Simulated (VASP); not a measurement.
# SnO (P4/nmm) in VASP: a series of runs

Runs on SnO. Level: PBEsol. Tasks: electric field gradients.

Program: VASP 6.6.1. These are calculated values, not measurements. Logs are shortened: lines on timing, memory, paths and dates and some standing lists are left out, and cuts for length are marked.

## 1. The cell of the first run

The structure is tetragonal, space group P4/nmm (No. 129). The conventional cell has a = 3.852 Å, b = 3.852 Å, c = 4.900 Å, α = 90.00°, β = 90.00°, γ = 90.00°. Within 3.0 Å of Sn (site symmetry 4mm) lie 4 O at 2.25 Å. Within 3.0 Å of O (site symmetry -4m2) lie 4 Sn at 2.25 Å and 4 O at 2.72 Å.

## 2. Electric field gradients, PBEsol (18.18 Å³/atom)

INCAR

```
SYSTEM = SnO
PREC = Accurate
ENCUT = 520
EDIFF = 1E-8
ISMEAR = -1
SIGMA = 0.01
LREAL = .False.
LASPH = .True.
NELM = 60
ALGO = Normal
ISIF = 2
LWAVE = .False.
LCHARG = .False.
GGA = PS
LEFG = .True.
NBANDS = 28
```

KPOINTS

```
regular mesh
0
Gamma
  8 8 6
  0 0 0
```

POSCAR

```
SnO
1.0
    3.8520320533      0.0000000000      0.0000000000
    0.0000000000      3.8520320533      0.0000000000
    0.0000000000      0.0000000000      4.8996388769
Sn O
2 2
Direct
    0.0000000000      0.5000000000      0.2385000000
    0.5000000000      0.0000000000      0.7615000000
    0.0000000000      0.0000000000      0.0000000000
    0.5000000000      0.5000000000      0.0000000000
```

Potentials or basis: VASP PAW PBE potentials, release 64 (Sn_d, O).

Command:

```bash
> cat potpaw_PBE.64/Sn_d/POTCAR potpaw_PBE.64/O/POTCAR > POTCAR
> mpirun -np 1 vasp_std > vasp.out
```

OUTCAR:

```text
SYSTEM = SnO
   PREC = Accurate
   ENCUT = 520
   EDIFF = 1E-8
   ISMEAR = -1
   LREAL = .False.
   LASPH = .True.
   NELM = 60
   ISIF = 2
   GGA = PS

 ion  position               nearest neighbor table
   1  0.000  0.500  0.239-   3 2.25   4 2.25   3 2.25   4 2.25   2 3.59   2 3.59   2 3.59   2 3.59
                             2 3.74   2 3.74   2 3.74   2 3.74
   2  0.500  0.000  0.761-   3 2.25   4 2.25   4 2.25   3 2.25   1 3.59   1 3.59   1 3.59   1 3.59
                             1 3.74   1 3.74   1 3.74   1 3.74
   3  0.000  0.000  0.000-   1 2.25   2 2.25   1 2.25   2 2.25
   4  0.500  0.500  0.000-   1 2.25   2 2.25   2 2.25   1 2.25

  LATTYP: Found a simple tetragonal cell.
 ALAT       =     3.8520320533
 C/A-ratio  =     1.2719621252

  Lattice vectors:

 A1 = (   3.8520320533,   0.0000000000,   0.0000000000)
 A2 = (   0.0000000000,   3.8520320533,   0.0000000000)
 A3 = (   0.0000000000,   0.0000000000,   4.8996388769)

Analysis of symmetry for initial positions (statically):
=====================================================================
 Subroutine PRICEL returns:
 Original cell was already a primitive cell.

 Routine SETGRP: Setting up the symmetry group for a
 simple tetragonal supercell.

 Subroutine GETGRP returns: Found 16 space group operations
 (whereof  8 operations were pure point group operations)
 out of a pool of 16 trial point group operations.

The static configuration has the point symmetry D_2d.
 The point group associated with its full space group is D_4h.

Analysis of symmetry for dynamics (positions and initial velocities):
=====================================================================
 Subroutine PRICEL returns:
 Original cell was already a primitive cell.

 Routine SETGRP: Setting up the symmetry group for a
 simple tetragonal supercell.

 Subroutine GETGRP returns: Found 16 space group operations
 (whereof  8 operations were pure point group operations)
 out of a pool of 16 trial point group operations.

The dynamic configuration has the point symmetry D_2d.
 The point group associated with its full space group is D_4h.

 Subroutine INISYM returns: Found 16 space group operations
 (whereof  8 operations are pure point group operations),
 and found     1 'primitive' translations

----------------------------------------------------------------------------------------

                                     Primitive cell

  volume of cell :      72.7016

  direct lattice vectors                    reciprocal lattice vectors
     3.852032053  0.000000000  0.000000000     0.259603240  0.000000000  0.000000000
     0.000000000  3.852032053  0.000000000     0.000000000  0.259603240  0.000000000
     0.000000000  0.000000000  4.899638877     0.000000000  0.000000000  0.204096674

  length of vectors
     3.852032053  3.852032053  4.899638877     0.259603240  0.259603240  0.204096674

  position of ions in fractional coordinates (direct lattice)
     0.000000000  0.500000000  0.238500000
     0.500000000  0.000000000  0.761500000
     0.000000000  0.000000000  0.000000000
     0.500000000  0.500000000  0.000000000

  ion indices of the primitive-cell ions
   primitive index   ion index
                 1           1
                 2           2
                 3           3
                 4           4

----------------------------------------------------------------------------------------

 KPOINTS: regular mesh

Automatic generation of k-mesh.
 Grid dimensions read from file:
 generate k-points for:    8    8    6

 Generating k-lattice:

  Cartesian coordinates                     Fractional coordinates (reciprocal lattice)
     0.032450405  0.000000000  0.000000000     0.125000000  0.000000000  0.000000000
     0.000000000  0.032450405  0.000000000     0.000000000  0.125000000  0.000000000
     0.000000000  0.000000000  0.034016112     0.000000000  0.000000000  0.166666667

  Length of vectors
     0.032450405  0.032450405  0.034016112

  Shift w.r.t. Gamma in fractional coordinates (k-lattice)
[... 36 lines left out ...]
   total plane-waves  NPLWV =  32400
   dimension x,y,z NGX =    30 NGY =   30 NGZ =   36
   dimension x,y,z NGXF=    60 NGYF=   60 NGZF=   72
   ions per type =               2   2
   NGX,Y,Z   is equivalent  to a cutoff of  12.95, 12.95, 12.21 a.u.
   NGXF,Y,Z  is equivalent  to a cutoff of  25.89, 25.89, 24.43 a.u.
 SYSTEM =  SnO
   PREC   = accura    normal or accurate (medium, high low for compatibility)
   ISTART =      0    job   : 0-new  1-cont  2-samecut
   ICHARG =      2    charge: 1-file 2-atom 10-const
   ISPIN  =      1    spin polarized calculation?
   LNONCOLLINEAR =      F non collinear calculations
   LSORBIT =      F    spin-orbit coupling
   LASPH  =      T    aspherical Exc in radial PAW
   ENCUT  =  520.0 eV  38.22 Ry    6.18 a.u.   7.16  7.16  9.11*2*pi/ulx,y,z
   NELM   =     60;   NELMIN=  2; NELMDL= -5     # of ELM steps
   EDIFF  = 0.1E-07   stopping-criterion for ELM
   LREAL  =      F    real-space projection
   EDIFFG = 0.1E-06   stopping-criterion for IOM
   NSW    =      0    number of steps for IOM
   IBRION =     -1    ionic relax: 0-MD 1-quasi-New 2-CG
   NFREE  =      0    steps in history (QN), initial steepest desc. (CG)
   ISIF   =      2    stress and relaxation
   ISYM   =      2    0-nonsym 1-usesym 2-fastsym
   POTIM  = 0.5000    time-step for ionic-motion
   TEBEG  =    0.0;   TEEND  =   0.0 temperature during run
   PSTRESS=    0.0 pullay stress
   NELECT =      40.0000    total number of electrons
   NUPDOWN=      -1.0000    fix difference up-down
   EMIN   =  10.00;   EMAX   =-10.00  energy-range for DOS
   EFERMI =   0.00;   METHOD = LEGACY
   ISMEAR =    -1;   SIGMA  =   0.01  broadening in eV -4-tet -1-fermi 0-gaus
   EFERMI_NEDOS =   21; number of points for ismear=-14 and -15
   IALGO  =     38    algorithm
   IMIX   =      4    mixing-type and parameters
     AMIX     =   0.40;   BMIX     =  1.00
     AMIX_MAG =   1.60;   BMIX_MAG =  1.00
  volume/ion in A,a.u.               =      18.18       122.65
  Fermi-wavevector in a.u.,A,eV,Ry     =   1.341468  2.535006 24.484167  1.799535
  Thomas-Fermi vector in A             =   2.469699
   LORBIT       =      0    0 simple, 1 ext, 2 COOP (PROOUT), +10 PAW based schemes
   GGA     = PS    functional components
   LHFCALC =     F    Hartree Fock is set to
   AEXX    =    0.0000 exact exchange contribution
   IVDW    =     0    specifies the selected vdW correction
   LEPSILON=     F    determine dielectric tensor
   LRPA    =     F    only Hartree local field effects (RPA)
 non-spin polarized calculation
  energy-cutoff  :      520.00
  volume of cell :       72.70
 maximum number of plane-waves:      1992
 NGX is ok and might be reduce to    30
   NGX = 15   NGY = 15   NGZ = 19

 number of electron      40.0000007 magnetization

 Free energy of the ion-electron system (eV)
  ---------------------------------------------------
  ext. energy  EPLUGINS =         0.00000000
  ---------------------------------------------------
  free energy    TOTEN  =       -24.18622492 eV

  energy without entropy =      -24.18622347  energy(sigma->0) =      -24.18622420

 E-fermi :   6.5339     XC(G=0): -10.3002

 val. band max:        6.4592910977   @ k =   0.0000   0.0000   0.0000
 cond. band min:       6.6050768537   @ k =   0.5000   0.5000   0.0000
 fundamental gap:      0.1457857560
 Fermi energy:         6.5338689927

 k-point     1 :       0.0000    0.0000    0.0000
  band No.  band energies     occupation
      1     -15.2423      2.00000
      2     -14.8698      2.00000
      3     -14.8698      2.00000
      4     -14.8686      2.00000
      5     -14.8329      2.00000
      6     -14.8228      2.00000
[... 733 lines left out ...]
     27      14.9438      0.00000
     28      14.9438      0.00000

 [... further k-points ...]
[... 5 lines left out ...]
  --------------------------------------------------------------------------------------
  -------------------------------------------------------------------------------------
  Total       -1.5491003     -1.5491003     -1.3787855      0.0000000      0.0000000      0.0000000
  in kB      -34.1386433    -34.1386433    -30.3852940      0.0000000      0.0000000      0.0000000
  external PRESSURE =     -32.8875268 kB  Pullay stress =       0.0000000 kB

 VOLUME and BASIS-vectors are now :
 -----------------------------------------------------------------------------
  energy-cutoff  :      520.00
  volume of cell :       72.70
      direct lattice vectors                 reciprocal lattice vectors
     3.852032053  0.000000000  0.000000000     0.259603240  0.000000000  0.000000000
     0.000000000  3.852032053  0.000000000     0.000000000  0.259603240  0.000000000
     0.000000000  0.000000000  4.899638877     0.000000000  0.000000000  0.204096674

 POSITION                                       TOTAL-FORCE (eV/Angst)
 -----------------------------------------------------------------------------------
      0.00000      1.92602      1.16856        -0.000000      0.000000     -0.383125
      1.92602      0.00000      3.73108         0.000000      0.000000      0.383125
      0.00000      0.00000      0.00000        -0.000000      0.000000     -0.000000
      1.92602      1.92602      0.00000        -0.000000     -0.000000     -0.000000
 -----------------------------------------------------------------------------------
    total drift:                                0.000000      0.000000     -0.000000

  FREE ENERGIE OF THE ION-ELECTRON SYSTEM (eV)
  ---------------------------------------------------
  free  energy   TOTEN  =       -24.1862249199 eV

  energy  without entropy=      -24.1862234744  energy(sigma->0) =      -24.18622420

 Electric field gradients (V/A^2)
---------------------------------------------------------------------
 ion       V_xx      V_yy      V_zz      V_xy      V_xz      V_yz
---------------------------------------------------------------------
   1      77.994    77.994  -155.989    -0.000     0.000     0.000
   2      77.994    77.994  -155.989     0.000     0.000    -0.000
   3      -0.845    -0.845     1.691    -0.000    -0.000     0.000
   4      -0.845    -0.845     1.691    -0.000    -0.000    -0.000
---------------------------------------------------------------------

 Electric field gradients after diagonalization (V/A^2)
 (convention: |V_zz| > |V_xx| > |V_yy|)
----------------------------------------------------------------------
 ion       V_xx      V_yy      V_zz     asymmetry (V_yy - V_xx)/ V_zz
----------------------------------------------------------------------
   1      77.994    77.994  -155.989       0.000
   2      77.994    77.994  -155.989       0.000
   3      -0.845    -0.845     1.691       0.000
   4      -0.845    -0.845     1.691       0.000
----------------------------------------------------------------------

           NMR quadrupolar parameters

 Cq : quadrupolar parameter    Cq=e*Q*V_zz/h
 eta: asymmetry parameters     (V_yy - V_xx)/ V_zz
 Q  : nuclear electric quadrupole moment in mb (millibarn)
----------------------------------------------------------------------
 ion       Cq(MHz)       eta       Q (mb)
----------------------------------------------------------------------
   1      -0.377       0.000       1.000
   2      -0.377       0.000       1.000
   3       0.004       0.000       1.000
   4       0.004       0.000       1.000
----------------------------------------------------------------------
```

Wall time 2.7 min (1 thread of Intel Xeon 8259CL, shared host); peak memory 0.24 GiB.

What came out:

```yaml
Free_energy: -24.1862 eV
Pressure: -3.3 GPa
Largest_force: 0.383 eV/Å
Band_gap_on_the_k_mesh: 0.15 eV (least direct gap 1.96 eV)
Largest_electric_field_gradient_by_atom: Sn -156.0; O +1.7 V/Å²
```

Forces on the atoms (eV/Å):
```
Sn   0.000  0.000 -0.383
Sn   0.000  0.000  0.383
O    0.000  0.000  0.000
O    0.000  0.000  0.000
```

Stress tensor (GPa, compression positive):
```
-3.41  0.00  0.00
 0.00 -3.41  0.00
 0.00  0.00 -3.04
```

Electric field gradients, principal values (V/Å²):
| atom | least | middle | greatest (by size) |
| --- | --- | --- | --- |
| 1 Sn | 77.994 | 77.994 | -155.989 |
| 2 Sn | 77.994 | 77.994 | -155.989 |
| 3 O | -0.845 | -0.845 | 1.691 |
| 4 O | -0.845 | -0.845 | 1.691 |

Caveat: the cell stands under tension; without QUAD_EFG the Cq values of the log hold for a quadrupole moment of 1 mb, not for the nuclei; the PAW data sets were made with another functional, which shifts forces and pressure a little; spin-orbit coupling is left out, which moves the levels of the heavy elements. A k mesh can miss the band edges.

## 3. Electric field gradients, PBEsol (18.52 Å³/atom)

This run uses another cell than the first one, of 18.52 Å³/atom.

INCAR

```
  PREC = Accurate
  ENCUT = 520
  EDIFF = 1E-8
  ISMEAR = -1
  SIGMA = 0.01
  LREAL = F
  LASPH = T
  NELM = 80
  ALGO = Normal
  ISIF = 2
  LWAVE = F
  LCHARG = F
  GGA = PS
  LEFG = T
  NBANDS = 28
```

KPOINTS

```
Automatic mesh
0
Gamma
  8 8 6
```

POSCAR

```
SnO
1.0
    3.8765679508      0.0000000000      0.0000000000
    0.0000000000      3.8765679508      0.0000000000
    0.0000000000      0.0000000000      4.9308476092
Sn O
2 2
Direct
    0.0000000000      0.5000000000      0.2385000000
    0.5000000000      0.0000000000      0.7615000000
    0.0000000000      0.0000000000      0.0000000000
    0.5000000000      0.5000000000      0.0000000000
```

Potentials or basis: VASP PAW PBE potentials, release 64 (Sn_d, O).

Command:

```bash
> cat potpaw_PBE.64/Sn_d/POTCAR potpaw_PBE.64/O/POTCAR > POTCAR
> mpirun -np 1 vasp_std > vasp.out
```

OUTCAR:

```text
PREC = Accurate
   ENCUT = 520
   EDIFF = 1E-8
   ISMEAR = -1
   LREAL = F
   LASPH = T
   NELM = 80
   ISIF = 2
   GGA = PS

 ion  position               nearest neighbor table
   1  0.000  0.500  0.239-   3 2.27   4 2.27   3 2.27   4 2.27   2 3.61   2 3.61   2 3.61   2 3.61

   2  0.500  0.000  0.761-   3 2.27   4 2.27   4 2.27   3 2.27   1 3.61   1 3.61   1 3.61   1 3.61

   3  0.000  0.000  0.000-   1 2.27   2 2.27   1 2.27   2 2.27
   4  0.500  0.500  0.000-   1 2.27   2 2.27   2 2.27   1 2.27

  LATTYP: Found a simple tetragonal cell.
[... 978 lines left out ...]
 ion       V_xx      V_yy      V_zz      V_xy      V_xz      V_yz
---------------------------------------------------------------------
   1      76.421    76.421  -152.842    -0.000     0.000     0.000
   2      76.421    76.421  -152.842    -0.000     0.000     0.000
   3      -0.828    -0.828     1.656    -0.000     0.000     0.000
   4      -0.828    -0.828     1.656    -0.000     0.000     0.000
---------------------------------------------------------------------

 Electric field gradients after diagonalization (V/A^2)
 (convention: |V_zz| > |V_xx| > |V_yy|)
----------------------------------------------------------------------
 ion       V_xx      V_yy      V_zz     asymmetry (V_yy - V_xx)/ V_zz
----------------------------------------------------------------------
   1      76.421    76.421  -152.842       0.000
   2      76.421    76.421  -152.842       0.000
   3      -0.828    -0.828     1.656       0.000
   4      -0.828    -0.828     1.656       0.000
----------------------------------------------------------------------

           NMR quadrupolar parameters

 Cq : quadrupolar parameter    Cq=e*Q*V_zz/h
 eta: asymmetry parameters     (V_yy - V_xx)/ V_zz
 Q  : nuclear electric quadrupole moment in mb (millibarn)
----------------------------------------------------------------------
 ion       Cq(MHz)       eta       Q (mb)
----------------------------------------------------------------------
   1      -0.370       0.000       1.000
   2      -0.370       0.000       1.000
   3       0.004       0.000       1.000
   4       0.004       0.000       1.000
----------------------------------------------------------------------
```

stdout:

```text
POSCAR found type information on POSCAR SnO
 POSCAR found :  2 types and       4 ions
 scaLAPACK will be used
 -----------------------------------------------------------------------------
|                                                                             |
|                                                                             |
|     You enforced a specific xc type in the INCAR file but a different       |
|     I HOPE YOU KNOW WHAT YOU ARE DOING!                                     |
|                                                                             |
 -----------------------------------------------------------------------------

 LDA part: xc-table for (Slater+PW92), standard interpolation
 POSCAR, INCAR and KPOINTS ok, starting setup
 FFT: planning ... GRIDC
 FFT: planning ... GRID_SOFT
 FFT: planning ... GRID
 WAVECAR not read
 entering main loop
ion   1

ion   2

ion   3

ion   4
```

It took 2.9 min on 1 thread of Intel Xeon 8259CL, shared host; peak memory 0.25 GiB.

Results:

```
Free energy                             : -24.1522 eV
Pressure                                : -4.8 GPa
Largest force                           : 0.615 eV/Å
Band gap on the k mesh                  : 0.21 eV (least direct gap 1.97 eV)
Largest electric field gradient by atom : Sn -152.8; O +1.7 V/Å²
```

Forces in eV/Å, atoms in the order of the input:
```
Sn   0.000  0.000 -0.615
Sn   0.000  0.000  0.615
O    0.000  0.000  0.000
O    0.000  0.000  0.000
```

Stress tensor (GPa, compression positive):
```
-5.02  0.00  0.00
 0.00 -5.02  0.00
 0.00  0.00 -4.29
```

Levels at points of the mesh, in eV from the valence-band top:
```tsv
k point	band 17	band 18	band 19	band 20	band 21	band 22	band 23	band 24
(0.00, 0.00, 0.00)	-3.08	-2.77	-2.77	0.00	1.97	4.35	4.64	4.64
(0.50, 0.00, 0.00)	-4.38	-4.38	-2.44	-2.44	3.09	3.09	5.77	5.77
(0.50, 0.50, 0.00)	-2.13	-2.13	-1.77	-1.77	0.21	0.21	4.44	4.44
(0.00, 0.00, 0.50)	-3.15	-2.79	-2.79	-1.92	1.68	3.01	3.01	3.63
(0.50, 0.00, 0.50)	-4.34	-4.34	-1.53	-1.53	2.54	2.54	5.33	5.33
(0.50, 0.50, 0.50)	-2.52	-2.52	-2.14	-2.14	2.45	2.45	3.90	3.90
```

Electric field gradients, principal values (V/Å²):
| atom | least | middle | greatest (by size) |
| --- | --- | --- | --- |
| 1 Sn | 76.421 | 76.421 | -152.842 |
| 2 Sn | 76.421 | 76.421 | -152.842 |
| 3 O | -0.828 | -0.828 | 1.656 |
| 4 O | -0.828 | -0.828 | 1.656 |

Caveat: the cell stands under tension; without QUAD_EFG the Cq values of the log hold for a quadrupole moment of 1 mb, not for the nuclei; the PAW data sets were made with another functional, which shifts forces and pressure a little; spin-orbit coupling is left out, which moves the levels of the heavy elements. A k mesh can miss the band edges.
